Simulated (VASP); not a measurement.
Here is a VASP 6.6.1 calculation.

Contents of INCAR:

```
  PREC = Accurate
  ENCUT = 520
  EDIFF = 1E-7
  ISMEAR = -1
  SIGMA = 0.1
  LREAL = False
  LASPH = True
  NELM = 60
  ALGO = Normal
  ISIF = 2
  LWAVE = False
  LCHARG = False
  GGA = RP
  NBANDS = 13
```

File KPOINTS:

```
Automatic mesh
0
Gamma
  12 12 12
```

POSCAR

```
Pb
1.0
   -2.0774050444      2.0774050444      2.0774050444
    2.0774050444     -2.0774050444      2.0774050444
    2.0774050444      2.0774050444     -2.0774050444
Pb
1
Direct
    0.0000000000      0.0000000000      0.0000000000
```

Potentials or basis: VASP PAW PBE potentials, release 64 (Pb_d).

Run with:

```bash
$ cat potpaw_PBE.64/Pb_d/POTCAR > POTCAR
$ mpirun -np 1 vasp_std > vasp.out
```

Q: What does it give for the band gap on the k mesh?

A: Zero (band 7 reaches 11.97 eV, above the bottom of band 8 at 4.05 eV).

Q: What does it give for the pressure?

A: -2.1 GPa.

Caveat: the PAW data sets were made with another functional, which shifts forces and pressure a little; spin-orbit coupling is left out, which moves the levels of the heavy elements.
